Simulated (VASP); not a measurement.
# Rb (R-3m) in VASP: a series of runs, part 3 of 3

VASP 6.6.1.

### 4 Single point, PBEsol

File INCAR:

```
PREC = Accurate
ENCUT = 520
EDIFF = 1E-7
ISMEAR = -1
SIGMA = 0.1
LREAL = False
LASPH = True
NELM = 80
ALGO = Normal
ISIF = 2
LWAVE = False
LCHARG = False
GGA = PS
NBANDS = 20
```

File KPOINTS:

```
Automatic mesh
0
Gamma
  4 4 4
```

File POSCAR:

```
Rb
1.0
    2.5376400000      1.4651070000     12.6889020000
   -2.5376400000      1.4651070000     12.6889020000
    0.0000000000     -2.9302140000     12.6889020000
Rb
3
Direct
    0.0000000000      0.0000000000      0.0000000000
    0.7776220000      0.7776220000      0.7776220000
    0.2223780000      0.2223780000      0.2223780000
```

Potentials or basis: VASP PAW PBE potentials, release 64 (Rb_sv).

On the command line:

```sh
> cat potpaw_PBE.64/Rb_sv/POTCAR > POTCAR
> mpirun -np 1 vasp_std > vasp.out
```

OUTCAR:

```text
PREC = Accurate
   ENCUT = 520
   EDIFF = 1E-7
   ISMEAR = -1
   LREAL = False
   LASPH = True
   NELM = 80
   ISIF = 2
   GGA = PS

 ion  position               nearest neighbor table
   1  0.000  0.000  0.000-   2 5.14   3 5.14   2 5.14   2 5.14   3 5.14   3 5.14
   2  0.778  0.778  0.778-   1 5.14   1 5.14   1 5.14   3 5.16   3 5.16   3 5.16
   3  0.222  0.222  0.222-   1 5.14   1 5.14   1 5.14   2 5.16   2 5.16   2 5.16

  LATTYP: Found a trigonal (rhomboedric) cell.
 ALAT       =    13.0228410593
 COS(alpha) =     0.9240586107

  Lattice vectors:

 A1 = (   2.5376400000,   1.4651070000,  12.6889020000)
 A2 = (  -2.5376400000,   1.4651070000,  12.6889020000)
 A3 = (   0.0000000000,  -2.9302140000,  12.6889020000)

Analysis of symmetry for initial positions (statically):
=====================================================================
 Subroutine PRICEL returns:
 Original cell was already a primitive cell.

 Routine SETGRP: Setting up the symmetry group for a
 trigonal (rhombohedral) supercell.
[... 152 lines left out ...]
  ---------------------------------------------------
  free energy    TOTEN  =        -3.05138289 eV

  energy without entropy =       -2.93963422  energy(sigma->0) =       -2.99550855

 E-fermi :  -0.1217     XC(G=0):  -5.4305

 val. band max:       -0.1730506164   @ k =  -0.2500   0.5000   0.2500
 cond. band min:      -0.1132784573   @ k =   0.2500   0.2500   0.0000
 fundamental gap:      0.0597721590
 Fermi energy:        -0.1217233398

 k-point     1 :       0.0000    0.0000    0.0000
  band No.  band energies     occupation
      1     -29.0011      2.00000
      2     -28.9994      2.00000
      3     -28.9976      2.00000
      4     -13.1132      2.00000
      5     -13.1124      2.00000
      6     -13.0600      2.00000
[... 288 lines left out ...]
     19       3.3140      0.00000
     20       3.3146      0.00000

------------------------ aborting loop because EDIFF is reached ----------------------------------------

  FORCE on cell =-STRESS in cart. coord.  units (eV):
  Direction    XX          YY          ZZ          XY          YZ          ZX
  --------------------------------------------------------------------------------------
  -------------------------------------------------------------------------------------
  Total       -0.2472869     -0.2472869     -0.4388911     -0.0000000     -0.0000000      0.0000000
  in kB       -1.3997069     -1.3997067     -2.4842349     -0.0000000     -0.0000000      0.0000000
  external PRESSURE =      -1.7612162 kB  Pullay stress =       0.0000000 kB

 VOLUME and BASIS-vectors are now :
 -----------------------------------------------------------------------------
  energy-cutoff  :      520.00
  volume of cell :      283.06
      direct lattice vectors                 reciprocal lattice vectors
     2.537640000  1.465107000 12.688902000     0.197033464  0.113757334  0.026269675
    -2.537640000  1.465107000 12.688902000    -0.197033464  0.113757334  0.026269675
     0.000000000 -2.930214000 12.688902000     0.000000000 -0.227514668  0.026269675

 POSITION                                       TOTAL-FORCE (eV/Angst)
 -----------------------------------------------------------------------------------
      0.00000      0.00000      0.00000         0.000000      0.000000      0.000000
      0.00000      0.00000     29.60151         0.000000      0.000000      0.002772
      0.00000      0.00000      8.46520         0.000000     -0.000000     -0.002772
 -----------------------------------------------------------------------------------
    total drift:                                0.000000     -0.000000      0.000000

  FREE ENERGIE OF THE ION-ELECTRON SYSTEM (eV)
  ---------------------------------------------------
  free  energy   TOTEN  =        -3.0513828893 eV

  energy  without entropy=       -2.9396342165  energy(sigma->0) =       -2.99550855
```

OSZICAR:

```text
N       E                     dE             d eps       ncg     rms          rms(c)
DAV:   1     0.187358489735E+03    0.18736E+03   -0.98246E+03   520   0.101E+03
DAV:   2     0.171349746603E+02   -0.17022E+03   -0.16744E+03   656   0.208E+02
DAV:   3    -0.240515457326E+01   -0.19540E+02   -0.19418E+02   816   0.682E+01
DAV:   4    -0.303029469571E+01   -0.62514E+00   -0.62131E+00   712   0.128E+01
DAV:   5    -0.304949756151E+01   -0.19203E-01   -0.19199E-01   724   0.190E+00    0.186E+00
DAV:   6    -0.304974443355E+01   -0.24687E-03   -0.88823E-03   780   0.504E-01    0.112E+00
DAV:   7    -0.305109676228E+01   -0.13523E-02   -0.93694E-03   608   0.508E-01    0.815E-02
DAV:   8    -0.305134595595E+01   -0.24919E-03   -0.49840E-04   668   0.129E-01    0.260E-02
DAV:   9    -0.305137964694E+01   -0.33691E-04   -0.39411E-05   640   0.427E-02    0.105E-02
DAV:  10    -0.305138264478E+01   -0.29978E-05   -0.10850E-05   656   0.171E-02    0.270E-03
DAV:  11    -0.305138281379E+01   -0.16901E-06   -0.72886E-07   744   0.372E-03    0.888E-04
DAV:  12    -0.305138288926E+01   -0.75472E-07   -0.53288E-08   436   0.132E-03
   1 F= -.30513829E+01 E0= -.29955086E+01  d E =-.111749E+00
```

stdout:

```text
POSCAR found type information on POSCAR Rb
 POSCAR found :  1 types and       3 ions
 scaLAPACK will be used
 -----------------------------------------------------------------------------
|                                                                             |
|                                                                             |
|     You enforced a specific xc type in the INCAR file but a different       |
|     I HOPE YOU KNOW WHAT YOU ARE DOING!                                     |
|                                                                             |
 -----------------------------------------------------------------------------

 LDA part: xc-table for (Slater+PW92), standard interpolation
 POSCAR, INCAR and KPOINTS ok, starting setup
 FFT: planning ... GRIDC
 FFT: planning ... GRID_SOFT
 FFT: planning ... GRID
 WAVECAR not read
 entering main loop
```

It took 7.2 min on 1 thread of Intel Xeon Platinum 8375C at 2.90GHz (Ice Lake), shared host; peak memory 1.4 GiB.

What came out:

| Quantity | Value |
| --- | --- |
| Free energy | -3.0514 eV |
| Pressure | -0.2 GPa |

Forces in eV/Å, atoms in the order of the input:
```
Rb   0.000  0.000  0.000
Rb   0.000  0.000  0.003
Rb   0.000  0.000 -0.003
```

Caveat: the PAW data sets were made with another functional, which shifts forces and pressure a little.

### 5 Single point, PBEsol

File INCAR:

```
SYSTEM = Rb
  ALGO = Normal
  EDIFF = 1E-6
  ENCUT = 520
  GGA = PS
  ISIF = 2
  ISMEAR = -1
  LASPH = .True.
  LCHARG = .False.
  LREAL = .False.
  LWAVE = .False.
  NBANDS = 20
  NELM = 80
  PREC = Accurate
  SIGMA = 0.1
```

File KPOINTS:

```
k-points
0
Gamma
  5 5 5
  0 0 0
```

POSCAR is that of step 4.

On the command line:

```sh
> cat potpaw_PBE.64/Rb_sv/POTCAR > POTCAR
> mpirun -np 1 vasp_std > vasp.out
```

Run time: 8.9 min. Hardware: 1 thread of Intel Xeon Platinum 8375C at 2.90GHz (Ice Lake), shared host; peak memory 1.4 GiB.

The run converged. Its results:

* Free energy: -3.1322 eV
* Pressure: -0.2 GPa

Forces in eV/Å, atoms in the order of the input:
```
Rb   0.000  0.000  0.000
Rb   0.000  0.000  0.003
Rb   0.000  0.000 -0.003
```

Levels at points of the mesh, in eV from the Fermi level:
```tsv
k point	band 10	band 11	band 12	band 13	band 14	band 15	band 16	band 17	band 18	band 19
(0.00, 0.00, 0.00)	-12.92	-12.92	-12.92	-1.92	-0.84	-0.83	1.62	1.62	3.46	3.47
```

Caveat: the PAW data sets were made with another functional, which shifts forces and pressure a little.

### 6 Single point, PBEsol

File INCAR:

```
PREC = Accurate
ENCUT = 520
EDIFF = 1E-6
ISMEAR = -1
SIGMA = 0.1
LREAL = False
LASPH = True
NELM = 80
ALGO = Normal
ISIF = 2
LWAVE = False
LCHARG = True
GGA = PS
LELF = True
LVHAR = True
NBANDS = 20
```

File KPOINTS:

```
regular mesh
0
Gamma
  6 6 6
```

POSCAR is that of step 5.

Potentials or basis: VASP PAW PBE potentials, release 64 (Rb_sv).

On the command line:

```sh
> cat potpaw_PBE.64/Rb_sv/POTCAR > POTCAR
> mpirun -np 1 vasp_std > vasp.out
```

It took 15 min on 1 thread of Intel Xeon Platinum 8375C at 2.90GHz (Ice Lake), shared host; peak memory 1.5 GiB.

It converged, with:

```
Free energy : -3.0932 eV
Pressure    : -0.2 GPa
```

Forces in eV/Å, atoms in the order of the input:
```
Rb   0.000  0.000  0.000
Rb   0.000  0.000  0.003
Rb   0.000  0.000 -0.003
```

Stress tensor (GPa, compression positive):
```
-0.15  0.00  0.00
 0.00 -0.15  0.00
 0.00  0.00 -0.28
```

Levels at points of the mesh, in eV from the Fermi level:
```tsv
k point	band 11	band 12	band 13	band 14	band 15	band 16	band 17	band 18
(0.00, 0.00, 0.00)	-12.91	-12.91	-1.91	-0.83	-0.83	1.63	1.63	3.47
(0.50, 0.00, 0.00)	-12.92	-12.92	0.10	0.33	0.53	0.99	1.14	1.35
(0.50, 0.50, 0.00)	-12.93	-12.92	0.21	0.29	0.43	0.80	1.25	1.69
(0.50, 0.50, 0.50)	-12.91	-12.91	-1.63	-1.62	0.10	0.60	2.79	2.82
```

Caveat: the PAW data sets were made with another functional, which shifts forces and pressure a little.

### 7 The runs side by side

| k mesh | gap on the mesh (eV) | pressure (GPa) |
| --- | --- | --- |
| 2 × 2 × 2 | none | -0.1 |
| 3 × 3 × 3 | none | -0.3 |
| 4 × 4 × 4 | none | -0.2 |
| 5 × 5 × 5 | none | -0.2 |
| 6 × 6 × 6 | none | -0.2 |

Alike in all rows: task single point; level PBEsol; potentials or basis VASP PAW PBE potentials, release 64 (Rb_sv); no spin polarisation; cell as given; cutoff (eV) 520; smearing fermi-dirac 0.1 eV.

Caveats: some runs use coarse meshes; the PAW data sets were made with another functional, which shifts forces and pressure a little.

Absolute energies hang on the potentials; compare differences alone.
